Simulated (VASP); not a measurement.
# AlP (F-43m) in VASP: notebook

Runs on AlP. Level: PBE. Tasks: single point.

Program: VASP 6.6.1. These are calculated values, not measurements. Logs are shortened: lines on timing, memory, paths and dates and some standing lists are left out, and cuts for length are marked.

### Step 1. The cell of the first run

Symmetry: F-43m, No. 216, cubic system. Conventional cell: a = 5.263 Å, b = 5.263 Å, c = 5.263 Å, α = 90.00°, β = 90.00°, γ = 90.00°. Within 3.0 Å of Al (site symmetry -43m) lie 4 P at 2.28 Å. P (site symmetry -43m) has 4 Al at 2.28 Å within 3.0 Å.

### Step 2. Single point, PBE

INCAR reads:

```
SYSTEM = AlP
ALGO = Normal
EDIFF = 1E-6
ENCUT = 500
GGA = PE
GGA_COMPAT = .False.
ISIF = 2
ISMEAR = 0
LASPH = .True.
LCHARG = .True.
LELF = .True.
LREAL = .False.
LVHAR = .True.
LWAVE = .False.
NBANDS = 11
NELM = 120
PREC = Accurate
SIGMA = 0.01
```

KPOINTS reads:

```
k-points
0
Gamma
  5 5 5
  0 0 0
```

POSCAR reads:

```
AlP
1.0
    0.0000000000      2.6314413177      2.6314413177
    2.6314413177      0.0000000000      2.6314413177
    2.6314413177      2.6314413177      0.0000000000
Al P
1 1
Direct
    0.0000000000      0.0000000000      0.0000000000
    0.2500000000      0.2500000000      0.2500000000
```

Potentials or basis: VASP PAW PBE potentials, release 64 (Al, P).

Run with:

```bash
$ cat potpaw_PBE.64/Al/POTCAR potpaw_PBE.64/P/POTCAR > POTCAR
$ mpirun -np 1 vasp_std > vasp.out
```

OUTCAR:

```text
SYSTEM = AlP
   EDIFF = 1E-6
   ENCUT = 500
   GGA = PE
   ISIF = 2
   ISMEAR = 0
   LASPH = .True.
   LREAL = .False.
   NELM = 120
   PREC = Accurate

 ion  position               nearest neighbor table
   1  0.000  0.000  0.000-   2 2.28   2 2.28   2 2.28   2 2.28
   2  0.250  0.250  0.250-   1 2.28   1 2.28   1 2.28   1 2.28

  LATTYP: Found a face centered cubic cell.
 ALAT       =     5.2628826354

  Lattice vectors:

 A1 = (   0.0000000000,   2.6314413177,   2.6314413177)
 A2 = (   2.6314413177,   0.0000000000,   2.6314413177)
 A3 = (   2.6314413177,   2.6314413177,   0.0000000000)

Analysis of symmetry for initial positions (statically):
=====================================================================
 Subroutine PRICEL returns:
 Original cell was already a primitive cell.

 Routine SETGRP: Setting up the symmetry group for a
 face centered cubic supercell.

 Subroutine GETGRP returns: Found 24 space group operations
 (whereof 24 operations were pure point group operations)
 out of a pool of 48 trial point group operations.

The static configuration has the point symmetry T_d .

Analysis of symmetry for dynamics (positions and initial velocities):
=====================================================================
 Subroutine PRICEL returns:
 Original cell was already a primitive cell.

 Routine SETGRP: Setting up the symmetry group for a
 face centered cubic supercell.

 Subroutine GETGRP returns: Found 24 space group operations
 (whereof 24 operations were pure point group operations)
 out of a pool of 48 trial point group operations.

The dynamic configuration has the point symmetry T_d .

 Subroutine INISYM returns: Found 24 space group operations
 (whereof 24 operations are pure point group operations),
 and found     1 'primitive' translations

----------------------------------------------------------------------------------------

                                     Primitive cell

  volume of cell :      36.4427

  direct lattice vectors                    reciprocal lattice vectors
     0.000000000  2.631441318  2.631441318    -0.190009937  0.190009937  0.190009937
     2.631441318  0.000000000  2.631441318     0.190009937 -0.190009937  0.190009937
     2.631441318  2.631441318  0.000000000     0.190009937  0.190009937 -0.190009937

  length of vectors
     3.721420000  3.721420000  3.721420000     0.329106865  0.329106865  0.329106865

  position of ions in fractional coordinates (direct lattice)
     0.000000000  0.000000000  0.000000000
[... 70 lines left out ...]
   ISYM   =      2    0-nonsym 1-usesym 2-fastsym
   POTIM  = 0.5000    time-step for ionic-motion
   TEBEG  =    0.0;   TEEND  =   0.0 temperature during run
   PSTRESS=    0.0 pullay stress
   NELECT =       8.0000    total number of electrons
   NUPDOWN=      -1.0000    fix difference up-down
   EMIN   =  10.00;   EMAX   =-10.00  energy-range for DOS
   EFERMI =   0.00;   METHOD = LEGACY
   ISMEAR =     0;   SIGMA  =   0.01  broadening in eV -4-tet -1-fermi 0-gaus
   EFERMI_NEDOS =   21; number of points for ismear=-14 and -15
   IALGO  =     38    algorithm
   IMIX   =      4    mixing-type and parameters
     AMIX     =   0.40;   BMIX     =  1.00
     AMIX_MAG =   1.60;   BMIX_MAG =  1.00
  volume/ion in A,a.u.               =      18.22       122.96
  Fermi-wavevector in a.u.,A,eV,Ry     =   0.987570  1.866236 13.269682  0.975294
  Thomas-Fermi vector in A             =   2.119033
   LORBIT       =      0    0 simple, 1 ext, 2 COOP (PROOUT), +10 PAW based schemes
   GGA     = PE    functional components
   LHFCALC =     F    Hartree Fock is set to
   AEXX    =    0.0000 exact exchange contribution
   IVDW    =     0    specifies the selected vdW correction
   LEPSILON=     F    determine dielectric tensor
   LRPA    =     F    only Hartree local field effects (RPA)
 non-spin polarized calculation
 Gauss-broadening in eV      SIGMA  =   0.01
  energy-cutoff  :      500.00
  volume of cell :       36.44
 maximum number of plane-waves:       941
   NGX = 13   NGY = 13   NGZ = 13

 number of electron       8.0000001 magnetization

 Free energy of the ion-electron system (eV)
  ---------------------------------------------------
  ext. energy  EPLUGINS =         0.00000000
  ---------------------------------------------------
  free energy    TOTEN  =       -10.12793242 eV

  energy without entropy =      -10.12793242  energy(sigma->0) =      -10.12793242

 E-fermi :   5.7677     XC(G=0):  -9.6386

 val. band max:        5.6598136145   @ k =   0.0000   0.0000   0.0000
 cond. band min:       7.2825754683   @ k =   0.4000   0.4000   0.0000
 fundamental gap:      1.6227618538
 Fermi energy:         5.7676771839

 k-point     1 :       0.0000    0.0000    0.0000
  band No.  band energies     occupation
      1      -6.5186      2.00000
      2       5.6598      2.00000
      3       5.6598      2.00000
      4       5.6598      2.00000
      5       9.9293      0.00000
      6      10.3610      0.00000
      7      10.3610      0.00000
      8      10.3610      0.00000
      9      14.6033      0.00000
     10      14.6033      0.00000
     11      16.7533      0.00000
[... 113 lines left out ...]
 k-point    10 :      -0.4000    0.4000    0.2000
  band No.  band energies     occupation
      1      -4.0021      2.00000
      2       0.5360      2.00000
      3       2.1634      2.00000
      4       3.1875      2.00000
      5       9.6550      0.00000
      6      10.9678      0.00000
      7      11.6982      0.00000
      8      14.7497      0.00000
      9      15.9513      0.00000
     10      17.6071      0.00000
     11      20.6672      0.00000

------------------------ aborting loop because EDIFF is reached ----------------------------------------

  FORCE on cell =-STRESS in cart. coord.  units (eV):
  Direction    XX          YY          ZZ          XY          YZ          ZX
  --------------------------------------------------------------------------------------
  -------------------------------------------------------------------------------------
  Total        3.4097491      3.4097491      3.4097491      0.0000000      0.0000000     -0.0000000
  in kB      149.9070114    149.9070114    149.9070114      0.0000000      0.0000000     -0.0000000
  external PRESSURE =     149.9070114 kB  Pullay stress =       0.0000000 kB

 VOLUME and BASIS-vectors are now :
 -----------------------------------------------------------------------------
  energy-cutoff  :      500.00
  volume of cell :       36.44
      direct lattice vectors                 reciprocal lattice vectors
     0.000000000  2.631441318  2.631441318    -0.190009937  0.190009937  0.190009937
     2.631441318  0.000000000  2.631441318     0.190009937 -0.190009937  0.190009937
     2.631441318  2.631441318  0.000000000     0.190009937  0.190009937 -0.190009937

 POSITION                                       TOTAL-FORCE (eV/Angst)
 -----------------------------------------------------------------------------------
      0.00000      0.00000      0.00000         0.000000      0.000000      0.000000
      1.31572      1.31572      1.31572        -0.000000     -0.000000     -0.000000
 -----------------------------------------------------------------------------------
    total drift:                                0.000000      0.000000      0.000000

  FREE ENERGIE OF THE ION-ELECTRON SYSTEM (eV)
  ---------------------------------------------------
  free  energy   TOTEN  =       -10.1279324243 eV

  energy  without entropy=      -10.1279324243  energy(sigma->0) =      -10.12793242
```

It took 7.6 s on 1 thread of Intel Xeon 8259CL, shared host; peak memory 0.15 GiB.

Results:

```yaml
Free_energy: -10.1279 eV
Pressure: 15.0 GPa
Band_gap_on_the_k_mesh: 1.62 eV, indirect (least direct gap 3.81 eV)
```

A k mesh can miss the band edges.

### Step 3. Single point, PBE

This run uses another cell than the first one, of 18.73 Å³/atom, 1.028 times its volume.

INCAR reads:

```
SYSTEM = AlP
PREC = Accurate
ENCUT = 500
EDIFF = 1E-6
ISMEAR = 0
SIGMA = 0.01
LREAL = .FALSE.
LASPH = .TRUE.
NELM = 120
ALGO = Normal
ISIF = 2
LWAVE = .FALSE.
LCHARG = .TRUE.
GGA = PE
LELF = .TRUE.
LVHAR = .TRUE.
NBANDS = 11
GGA_COMPAT = .FALSE.
```

KPOINTS reads:

```
regular mesh
0
G
  5 5 5
  0 0 0
```

POSCAR reads:

```
AlP
1.0
    0.0000000000      2.6555843298      2.6555843298
    2.6555843298      0.0000000000      2.6555843298
    2.6555843298      2.6555843298      0.0000000000
Al P
1 1
Direct
    0.0000000000      0.0000000000      0.0000000000
    0.2500000000      0.2500000000      0.2500000000
```

Potentials or basis: VASP PAW PBE potentials, release 64 (Al, P).

Run with:

```bash
$ cat potpaw_PBE.64/Al/POTCAR potpaw_PBE.64/P/POTCAR > POTCAR
$ mpirun -np 1 vasp_std > vasp.out
```

Wall time 6.4 s (1 thread of Intel Xeon 8259CL, shared host); peak memory 0.15 GiB.

It converged, with:

- Free energy: -10.2110 eV
- Pressure: 11.3 GPa
- Band gap on the k mesh: 1.68 eV, indirect (least direct gap 3.81 eV)

Levels at points of the mesh, in eV from the valence-band top:
```
           k point  band 2  band 3  band 4  band 5  band 6  band 7
(0.00, 0.00, 0.00)    0.00    0.00    0.00    4.03    4.67    4.67
```

A k mesh can miss the band edges.

### Step 4. Single point, PBE

This run uses another cell than the first one, of 19.23 Å³/atom, 1.056 times its volume.

INCAR reads:

```
PREC = Accurate ; ENCUT = 500
EDIFF = 1E-6 ; ISMEAR = 0
SIGMA = 0.01 ; LREAL = False
LASPH = True ; NELM = 120
ALGO = Normal ; ISIF = 2
LWAVE = False ; LCHARG = False
GGA = PE ; NBANDS = 11
GGA_COMPAT = False
```

KPOINTS reads:

```
Automatic mesh
0
Gamma
  5 5 5
```

POSCAR reads:

```
AlP
1.0
    0.0000000000      2.6792961588      2.6792961588
    2.6792961588      0.0000000000      2.6792961588
    2.6792961588      2.6792961588      0.0000000000
Al P
1 1
Direct
    0.0000000000      0.0000000000      0.0000000000
    0.2500000000      0.2500000000      0.2500000000
```

Potentials or basis: VASP PAW PBE potentials, release 64 (Al, P).

Run with:

```bash
$ cat potpaw_PBE.64/Al/POTCAR potpaw_PBE.64/P/POTCAR > POTCAR
$ mpirun -np 1 vasp_std > vasp.out
```

OUTCAR:

```text
PREC = Accurate
   ENCUT = 500
   EDIFF = 1E-6
   ISMEAR = 0
   LREAL = False
   LASPH = True
   NELM = 120
   ISIF = 2
   GGA = PE

 ion  position               nearest neighbor table
   1  0.000  0.000  0.000-   2 2.32   2 2.32   2 2.32   2 2.32
   2  0.250  0.250  0.250-   1 2.32   1 2.32   1 2.32   1 2.32

  LATTYP: Found a face centered cubic cell.
 ALAT       =     5.3585923176

  Lattice vectors:

 A1 = (   0.0000000000,   2.6792961588,   2.6792961588)
[... 308 lines left out ...]

------------------------ aborting loop because EDIFF is reached ----------------------------------------

  FORCE on cell =-STRESS in cart. coord.  units (eV):
  Direction    XX          YY          ZZ          XY          YZ          ZX
  --------------------------------------------------------------------------------------
  -------------------------------------------------------------------------------------
  Total        1.9482142      1.9482142      1.9482142      0.0000000      0.0000000      0.0000000
  in kB       81.1437603     81.1437603     81.1437603      0.0000000      0.0000000      0.0000000
  external PRESSURE =      81.1437603 kB  Pullay stress =       0.0000000 kB

 VOLUME and BASIS-vectors are now :
 -----------------------------------------------------------------------------
  energy-cutoff  :      500.00
  volume of cell :       38.47
      direct lattice vectors                 reciprocal lattice vectors
     0.000000000  2.679296159  2.679296159    -0.186616175  0.186616175  0.186616175
     2.679296159  0.000000000  2.679296159     0.186616175 -0.186616175  0.186616175
     2.679296159  2.679296159  0.000000000     0.186616175  0.186616175 -0.186616175

 POSITION                                       TOTAL-FORCE (eV/Angst)
 -----------------------------------------------------------------------------------
      0.00000      0.00000      0.00000        -0.000000     -0.000000     -0.000000
      1.33965      1.33965      1.33965         0.000000      0.000000      0.000000
 -----------------------------------------------------------------------------------
    total drift:                                0.000000      0.000000      0.000000

  FREE ENERGIE OF THE ION-ELECTRON SYSTEM (eV)
  ---------------------------------------------------
  free  energy   TOTEN  =       -10.2723409184 eV

  energy  without entropy=      -10.2723409184  energy(sigma->0) =      -10.27234092
```

Wall time 5.8 s (1 thread of Intel Xeon 8259CL, shared host); peak memory 0.15 GiB.

What came out:

- Free energy: -10.2723 eV
- Pressure: 8.1 GPa
- Band gap on the k mesh: 1.72 eV, indirect (least direct gap 3.79 eV)

A k mesh can miss the band edges.

(Continued in part 2 of 2.)
